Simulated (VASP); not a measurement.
# LiF (Fm-3m) in VASP: notebook

LiF is run at these levels: PBE-based screened hybrid with 25 % exact exchange; tasks: single point.

Program: VASP 6.6.1. These are calculated values, not measurements. Logs are shortened: lines on timing, memory, paths and dates and some standing lists are left out, and cuts for length are marked.

## (1) The cell of the first run

The structure is cubic, space group Fm-3m (No. 225). Conventional cell: a = 4.028 Å, b = 4.028 Å, c = 4.028 Å, α = 90.00°, β = 90.00°, γ = 90.00°. Within 2.7 Å of F (site symmetry m-3m) lie 6 Li at 2.01 Å. Within 2.7 Å of Li (site symmetry m-3m) lie 6 F at 2.01 Å.

## (2) Single point, PBE-based screened hybrid with 25 % exact exchange

POSCAR

```
LiF
1.0
    0.0000000000      2.0140000000      2.0140000000
    2.0140000000      0.0000000000      2.0140000000
    2.0140000000      2.0140000000      0.0000000000
F Li
1 1
Direct
    0.5000000000      0.5000000000      0.5000000000
    0.0000000000      0.0000000000      0.0000000000
```

INCAR.step1

```
PREC     = Accurate       # precision mode
ENCUT    = 520            # plane-wave cutoff, eV
EDIFF    = 1E-5           # SCF threshold, eV
ISMEAR   = -1             # smearing method
SIGMA    = 0.05           # smearing width, eV
LREAL    = False          # projectors in reciprocal space
LASPH    = True           # aspherical terms in the spheres
NELM     = 60             # most SCF steps
ALGO     = Normal         # electronic algorithm
ISIF     = 2              # what is computed and relaxed
LWAVE    = True           # write WAVECAR
LCHARG   = False          # write CHGCAR
GGA      = PE             # functional
NBANDS   = 12             # bands
```

INCAR.step2

```
PREC     = Accurate       # precision mode
ENCUT    = 520            # plane-wave cutoff, eV
EDIFF    = 1E-6           # SCF threshold, eV
ISMEAR   = -1             # smearing method
SIGMA    = 0.05           # smearing width, eV
LREAL    = False          # projectors in reciprocal space
LASPH    = True           # aspherical terms in the spheres
NELM     = 60             # most SCF steps
ALGO     = Normal         # electronic algorithm
ISIF     = 2              # what is computed and relaxed
LWAVE    = False          # write WAVECAR
LCHARG   = False          # write CHGCAR
GGA      = PE             # functional
LHFCALC  = True           # exact exchange
AEXX     = 0.25           # exact-exchange fraction
HFSCREEN = 0.15           # screening, 1/A
PRECFOCK = Normal       
ISTART   = 1            
NBANDS   = 12             # bands
```

KPOINTS

```
Automatic mesh
0
Gamma
  6 6 6
```

Potentials or basis: VASP PAW PBE potentials, release 64 (F, Li_sv).

Command:

```sh
> cat potpaw_PBE.64/F/POTCAR potpaw_PBE.64/Li_sv/POTCAR > POTCAR
> cp INCAR.step1 INCAR
> mpirun -np 1 vasp_std > vasp.out
> cp INCAR.step2 INCAR
> mpirun -np 1 vasp_std > vasp.out
```

OUTCAR:

```text
PREC = Accurate
   ENCUT = 520
   EDIFF = 1E-6
   ISMEAR = -1
   LREAL = False
   LASPH = True
   NELM = 60
   ISIF = 2
   GGA = PE
   LHFCALC = True
   AEXX = 0.25
   HFSCREEN = 0.15
   PRECFOCK = Normal
   ISTART = 1

 ion  position               nearest neighbor table
   1  0.500  0.500  0.500-   2 2.01   2 2.01   2 2.01   2 2.01   2 2.01   2 2.01
   2  0.000  0.000  0.000-   1 2.01   1 2.01   1 2.01   1 2.01   1 2.01   1 2.01

  LATTYP: Found a face centered cubic cell.
 ALAT       =     4.0280000000

  Lattice vectors:

 A1 = (   0.0000000000,   2.0140000000,   2.0140000000)
 A2 = (   2.0140000000,   0.0000000000,   2.0140000000)
 A3 = (   2.0140000000,   2.0140000000,   0.0000000000)

Analysis of symmetry for initial positions (statically):
=====================================================================
 Subroutine PRICEL returns:
 Original cell was already a primitive cell.

 Routine SETGRP: Setting up the symmetry group for a
 face centered cubic supercell.

 Subroutine GETGRP returns: Found 48 space group operations
 (whereof 48 operations were pure point group operations)
 out of a pool of 48 trial point group operations.

The static configuration has the point symmetry O_h .

Analysis of symmetry for dynamics (positions and initial velocities):
=====================================================================
 Subroutine PRICEL returns:
 Original cell was already a primitive cell.

 Routine SETGRP: Setting up the symmetry group for a
 face centered cubic supercell.

 Subroutine GETGRP returns: Found 48 space group operations
 (whereof 48 operations were pure point group operations)
 out of a pool of 48 trial point group operations.

The dynamic configuration has the point symmetry O_h .

 Subroutine INISYM returns: Found 48 space group operations
 (whereof 48 operations are pure point group operations),
 and found     1 'primitive' translations

----------------------------------------------------------------------------------------

                                     Primitive cell

  volume of cell :      16.3384

  direct lattice vectors                    reciprocal lattice vectors
     0.000000000  2.014000000  2.014000000    -0.248262165  0.248262165  0.248262165
     2.014000000  0.000000000  2.014000000     0.248262165 -0.248262165  0.248262165
     2.014000000  2.014000000  0.000000000     0.248262165  0.248262165 -0.248262165

  length of vectors
     2.848226115  2.848226115  2.848226115     0.430002683  0.430002683  0.430002683

  position of ions in fractional coordinates (direct lattice)
     0.500000000  0.500000000  0.500000000
     0.000000000  0.000000000  0.000000000

  ion indices of the primitive-cell ions
   primitive index   ion index
                 1           1
                 2           2

----------------------------------------------------------------------------------------

 KPOINTS: Automatic mesh

Automatic generation of k-mesh.
 Grid dimensions read from file:
 generate k-points for:    6    6    6

 Generating k-lattice:

  Cartesian coordinates                     Fractional coordinates (reciprocal lattice)
    -0.041377027  0.041377027  0.041377027     0.166666667  0.000000000  0.000000000
     0.041377027 -0.041377027  0.041377027     0.000000000  0.166666667  0.000000000
     0.041377027  0.041377027 -0.041377027     0.000000000  0.000000000  0.166666667

  Length of vectors
     0.071667114  0.071667114  0.071667114

  Shift w.r.t. Gamma in fractional coordinates (k-lattice)
     0.000000000  0.000000000  0.000000000

 Subroutine IBZKPT returns following result:
 ===========================================

 Found     16 irreducible k-points:

 Following reciprocal coordinates:
            Coordinates               Weight
  0.000000  0.000000  0.000000      1.000000
  0.166667  0.000000  0.000000      8.000000
  0.333333  0.000000  0.000000      8.000000
  0.500000  0.000000  0.000000      4.000000
  0.166667  0.166667  0.000000      6.000000
  0.333333  0.166667  0.000000     24.000000
[... 8 lines left out ...]
 -0.333333  0.333333  0.166667     24.000000
 -0.333333  0.500000  0.166667     12.000000
   k-points           NKPTS =     16   k-points in BZ     NKDIM =    216   number of bands    NBANDS=     12
   number of dos      NEDOS =    301   number of ions     NIONS =      2
   total plane-waves  NPLWV =  13824
   dimension x,y,z NGX =    24 NGY =   24 NGZ =   24
   dimension x,y,z NGXF=    48 NGYF=   48 NGZF=   48
   ions per type =               1   1
   NGX,Y,Z   is equivalent  to a cutoff of  14.01, 14.01, 14.01 a.u.
   NGXF,Y,Z  is equivalent  to a cutoff of  28.02, 28.02, 28.02 a.u.
 SYSTEM =  unknown system
   PREC   = accura    normal or accurate (medium, high low for compatibility)
   ISTART =      1    job   : 0-new  1-cont  2-samecut
   ICHARG =      0    charge: 1-file 2-atom 10-const
   ISPIN  =      1    spin polarized calculation?
   LNONCOLLINEAR =      F non collinear calculations
   LSORBIT =      F    spin-orbit coupling
   LASPH  =      T    aspherical Exc in radial PAW
   ENCUT  =  520.0 eV  38.22 Ry    6.18 a.u.   5.30  5.30  5.30*2*pi/ulx,y,z
   NELM   =     60;   NELMIN=  2; NELMDL=  0     # of ELM steps
   EDIFF  = 0.1E-05   stopping-criterion for ELM
   LREAL  =      F    real-space projection
   EDIFFG = 0.1E-04   stopping-criterion for IOM
   NSW    =      0    number of steps for IOM
   IBRION =     -1    ionic relax: 0-MD 1-quasi-New 2-CG
   NFREE  =      0    steps in history (QN), initial steepest desc. (CG)
   ISIF   =      2    stress and relaxation
   ISYM   =      3    0-nonsym 1-usesym 2-fastsym
   POTIM  = 0.5000    time-step for ionic-motion
   TEBEG  =    0.0;   TEEND  =   0.0 temperature during run
   PSTRESS=    0.0 pullay stress
   NELECT =      10.0000    total number of electrons
   NUPDOWN=      -1.0000    fix difference up-down
   EMIN   =  10.00;   EMAX   =-10.00  energy-range for DOS
   EFERMI =   0.00;   METHOD = LEGACY
   ISMEAR =    -1;   SIGMA  =   0.05  broadening in eV -4-tet -1-fermi 0-gaus
   EFERMI_NEDOS =   21; number of points for ismear=-14 and -15
   IALGO  =     38    algorithm
   IMIX   =      1    mixing-type and parameters
     AMIX     =   0.40;   BMIX     =  1.00
     AMIX_MAG =   1.60;   BMIX_MAG =  1.00
  volume/ion in A,a.u.               =       8.17        55.13
  Fermi-wavevector in a.u.,A,eV,Ry     =   1.389970  2.626662 26.286674  1.932016
  Thomas-Fermi vector in A             =   2.513950
   LORBIT       =      0    0 simple, 1 ext, 2 COOP (PROOUT), +10 PAW based schemes
   GGA     = PE    functional components
   LHFCALC =     T    Hartree Fock is set to
   PRECFOCK=normal    Normal, Fast or Accurate (Low or Medium for compatibility)
   ENCUT4O =  -1.0   cutoff for four orbital integrals eV
   NKREDX  =     1    reduce k-point grid by
   NKREDY  =     1    reduce k-point grid by
   NKREDZ  =     1    reduce k-point grid by
   AEXX    =    0.2500 exact exchange contribution
   HFSCREEN=    0.1500 screening length (either q_TF or 0.3 A-1)
   HFSCREENC=   0.1500 screening length for correlation (either q_TF or 0.3 A-1)
   ENCUTFOCK=  -1.0 apply spherical cutoff to Coloumb kernel
   IVDW    =     0    specifies the selected vdW correction
   LEPSILON=     F    determine dielectric tensor
   LRPA    =     F    only Hartree local field effects (RPA)
 non-spin polarized calculation
  energy-cutoff  :      520.00
  volume of cell :       16.34
 maximum number of plane-waves:       459
 NGX is ok and might be reduce to    24
  NGX = 16; NGY = 16; NGZ = 16

 number of electron       9.9999992 magnetization

 Free energy of the ion-electron system (eV)
  ---------------------------------------------------
  ext. energy  EPLUGINS =         0.00000000
  ---------------------------------------------------
  free energy    TOTEN  =       -11.51969123 eV

  energy without entropy =      -11.51969123  energy(sigma->0) =      -11.51969123

 E-fermi :  -1.7796     XC(G=0):  -8.0623

 val. band max:       -2.8426832134   @ k =   0.0000   0.0000   0.0000
 cond. band min:       8.7439681964   @ k =   0.0000   0.0000   0.0000
 fundamental gap:     11.5866514098
 Fermi energy:        -1.7795818641

 k-point     1 :       0.0000    0.0000    0.0000
  band No.  band energies     occupation
      1     -45.8229      2.00000
      2     -24.4273      2.00000
      3      -2.8427      2.00000
      4      -2.8427      2.00000
      5      -2.8427      2.00000
      6       8.7440      0.00000
      7      23.9738      0.00000
      8      23.9738      0.00000
      9      23.9738      0.00000
     10      24.1965      0.00000
     11      24.1965      0.00000
     12      24.1965      0.00000

 k-point     2 :       0.1667    0.0000    0.0000
  band No.  band energies     occupation
      1     -45.8079      2.00000
      2     -24.3187      2.00000
      3      -3.5980      2.00000
      4      -2.9073      2.00000
      5      -2.9073      2.00000
      6       9.4876      0.00000
      7      19.4007      0.00000
      8      21.6339      0.00000
      9      21.6339      0.00000
     10      25.9325      0.00000
     11      26.1544      0.00000
     12      26.1545      0.00000

 k-point     3 :       0.3333    0.0000    0.0000
  band No.  band energies     occupation
      1     -45.7779      2.00000
      2     -24.0902      2.00000
      3      -4.9139      2.00000
      4      -3.0310      2.00000
      5      -3.0310      2.00000
      6      10.3918      0.00000
      7      17.0090      0.00000
      8      19.5325      0.00000
      9      19.5325      0.00000
     10      28.2315      0.00000
     11      29.0480      0.00000
     12      29.0480      0.00000
[... 166 lines left out ...]
 k-point    15 :      -0.3333    0.3333    0.1667
  band No.  band energies     occupation
      1     -45.7501      2.00000
      2     -23.7876      2.00000
      3      -5.1661      2.00000
      4      -4.5778      2.00000
      5      -3.5124      2.00000
      6      13.3400      0.00000
      7      15.2624      0.00000
      8      18.4892      0.00000
      9      19.2207      0.00000
     10      27.1778      0.00000
     11      28.0078      0.00000
     12      35.6763      0.00000

 k-point    16 :      -0.3333    0.5000    0.1667
  band No.  band energies     occupation
      1     -45.7460      2.00000
      2     -23.7182      2.00000
      3      -5.5066      2.00000
      4      -4.4746      2.00000
      5      -3.7473      2.00000
      6      14.7956      0.00000
      7      15.2391      0.00000
      8      17.3471      0.00000
      9      19.5094      0.00000
     10      23.9148      0.00000
     11      31.5795      0.00000
     12      34.2042      0.00000

------------------------ aborting loop because EDIFF is reached ----------------------------------------

  FORCE on cell =-STRESS in cart. coord.  units (eV):
  Direction    XX          YY          ZZ          XY          YZ          ZX
  --------------------------------------------------------------------------------------
  -------------------------------------------------------------------------------------
  Total       -0.1098468     -0.1098468     -0.1098468     -0.0000000      0.0000000      0.0000000
  in kB      -10.7718280    -10.7718280    -10.7718280     -0.0000000      0.0000000      0.0000000
  external PRESSURE =     -10.7718280 kB  Pullay stress =       0.0000000 kB

 VOLUME and BASIS-vectors are now :
 -----------------------------------------------------------------------------
  energy-cutoff  :      520.00
  volume of cell :       16.34
      direct lattice vectors                 reciprocal lattice vectors
     0.000000000  2.014000000  2.014000000    -0.248262165  0.248262165  0.248262165
     2.014000000  0.000000000  2.014000000     0.248262165 -0.248262165  0.248262165
     2.014000000  2.014000000  0.000000000     0.248262165  0.248262165 -0.248262165

 POSITION                                       TOTAL-FORCE (eV/Angst)
 -----------------------------------------------------------------------------------
      2.01400      2.01400      2.01400         0.000000      0.000000      0.000000
      0.00000      0.00000      0.00000         0.000000      0.000000     -0.000000
 -----------------------------------------------------------------------------------
    total drift:                               -0.000000     -0.000000     -0.000000

  FREE ENERGIE OF THE ION-ELECTRON SYSTEM (eV)
  ---------------------------------------------------
  free  energy   TOTEN  =       -11.5196912288 eV

  energy  without entropy=      -11.5196912287  energy(sigma->0) =      -11.51969123
```

Wall time 2.5 min (1 thread of Intel Xeon Platinum 8488C (Sapphire Rapids), shared host); peak memory 0.23 GiB.

What came out:

* Free energy: -11.5197 eV
* Band gap on the k mesh: 11.59 eV

Caveat: the k points lie up to 0.45 Å⁻¹ apart; the cutoff is under 1.25 times the usual one of these potentials, so pressure, stress and relaxed cells hold a basis-set (Pulay) error; the PAW data sets were made with another functional, which shifts forces and pressure a little.

## (3) Single point, PBE-based screened hybrid with 25 % exact exchange

POSCAR is that of step 2.

INCAR.step1

```
SYSTEM = LiF
PREC = Accurate ; ENCUT = 520
EDIFF = 1E-5 ; ISMEAR = -1
SIGMA = 0.05 ; LREAL = .FALSE.
LASPH = .TRUE. ; NELM = 60
ALGO = Normal ; ISIF = 2
LWAVE = .TRUE. ; LCHARG = .FALSE.
NBANDS = 12 ; GGA = PE
```

INCAR.step2

```
SYSTEM = LiF
PREC = Accurate ; ENCUT = 520
EDIFF = 1E-7 ; ISMEAR = -1
SIGMA = 0.05 ; LREAL = .FALSE.
LASPH = .TRUE. ; NELM = 60
ALGO = Normal ; ISIF = 2
LWAVE = .FALSE. ; LCHARG = .FALSE.
GGA = PE ; LHFCALC = .TRUE.
AEXX = 0.25 ; HFSCREEN = 0.2
PRECFOCK = Normal ; NBANDS = 12
ISTART = 1
```

KPOINTS

```
Automatic mesh
0
G
  6 6 6
  0 0 0
```

Potentials or basis: VASP PAW PBE potentials, release 64 (F, Li_sv).

Command:

```sh
> cat potpaw_PBE.64/F/POTCAR potpaw_PBE.64/Li_sv/POTCAR > POTCAR
> cp INCAR.step1 INCAR
> mpirun -np 1 vasp_std > vasp.out
> cp INCAR.step2 INCAR
> mpirun -np 1 vasp_std > vasp.out
```

Wall time 3 min (1 thread of Intel Xeon Platinum 8488C (Sapphire Rapids), shared host); peak memory 0.23 GiB.

Results (log left out):

* Free energy: -11.4047 eV
* Band gap on the k mesh: 11.41 eV

Levels at points of the mesh, in eV from the valence-band top:
| k point | band 2 | band 3 | band 4 | band 5 | band 6 | band 7 | band 8 | band 9 |
| --- | --- | --- | --- | --- | --- | --- | --- | --- |
| (0.00, 0.00, 0.00) | -21.58 | 0.00 | 0.00 | 0.00 | 11.41 | 26.63 | 26.63 | 26.63 |
| (0.50, 0.00, 0.00) | -21.12 | -2.66 | -0.25 | -0.25 | 13.13 | 19.42 | 21.41 | 21.41 |
| (0.50, 0.50, 0.00) | -20.85 | -3.12 | -1.05 | -1.05 | 17.42 | 18.79 | 20.01 | 22.97 |

Caveat: the k points lie up to 0.45 Å⁻¹ apart; the cutoff is under 1.25 times the usual one of these potentials, so pressure, stress and relaxed cells hold a basis-set (Pulay) error; the PAW data sets were made with another functional, which shifts forces and pressure a little.

## (4) Single point, PBE-based screened hybrid with 25 % exact exchange

POSCAR is that of step 3.

INCAR.step1

```
PREC = Accurate ; ENCUT = 520
EDIFF = 1E-5 ; ISMEAR = -1
SIGMA = 0.05 ; LREAL = F
LASPH = T ; NELM = 100
ALGO = Normal ; ISIF = 2
LWAVE = T ; LCHARG = F
GGA = PE ; NBANDS = 12
```

INCAR.step2

```
PREC = Accurate ; ENCUT = 520
EDIFF = 1E-6 ; ISMEAR = -1
SIGMA = 0.05 ; LREAL = F
LASPH = T ; NELM = 100
ALGO = Normal ; ISIF = 2
LWAVE = F ; LCHARG = F
GGA = PE ; LHFCALC = T
AEXX = 0.25 ; HFSCREEN = 0.3
PRECFOCK = Normal ; ISTART = 1
NBANDS = 12
```

KPOINTS

```
Automatic mesh
0
Gamma
  6 6 6
```

Command:

```sh
> cat potpaw_PBE.64/F/POTCAR potpaw_PBE.64/Li_sv/POTCAR > POTCAR
> cp INCAR.step1 INCAR
> mpirun -np 1 vasp_std > vasp.out
> cp INCAR.step2 INCAR
> mpirun -np 1 vasp_std > vasp.out
```

Run time: 2.4 min. Hardware: 1 thread of Intel Xeon Platinum 8488C (Sapphire Rapids), shared host; peak memory 0.23 GiB.

It converged, with:

- Free energy: -11.1987 eV
- Band gap on the k mesh: 11.10 eV

Levels at points of the mesh, in eV from the valence-band top:
```csv
k point,band 1,band 2,band 3,band 4,band 5,band 6,band 7,band 8,band 9,band 10
"(0.00, 0.00, 0.00)",-42.96,-21.55,0.00,0.00,0.00,11.10,26.28,26.28,26.28,26.52
"(0.50, 0.00, 0.00)",-42.90,-21.10,-2.64,-0.25,-0.25,12.81,19.08,21.08,21.08,32.76
"(0.50, 0.50, 0.00)",-42.88,-20.83,-3.10,-1.05,-1.05,17.08,18.47,19.68,22.62,22.62
```

Caveat: the k points lie up to 0.45 Å⁻¹ apart; the cutoff is under 1.25 times the usual one of these potentials, so pressure, stress and relaxed cells hold a basis-set (Pulay) error; the PAW data sets were made with another functional, which shifts forces and pressure a little.

## (5) The runs side by side

| screening parameter | gap on the mesh (eV) |
| --- | --- |
| 0.15 1/Å | 11.59 |
| 0.2 1/Å | 11.41 |
| 0.3 1/Å | 11.10 |

Alike in all rows: task single point; level PBE-based screened hybrid with 25 % exact exchange; potentials or basis VASP PAW PBE potentials, release 64 (F, Li_sv); no spin polarisation; cell as given; k mesh 6 × 6 × 6; cutoff (eV) 520; smearing fermi-dirac 0.05 eV.

Caveats: all runs use coarse meshes; the cutoff is under 1.25 times the usual one of these potentials, so pressure, stress and relaxed cells hold a basis-set (Pulay) error; the PAW data sets were made with another functional, which shifts forces and pressure a little.

Total energies depend on the potentials used, so only differences within one code and one set of settings carry meaning.
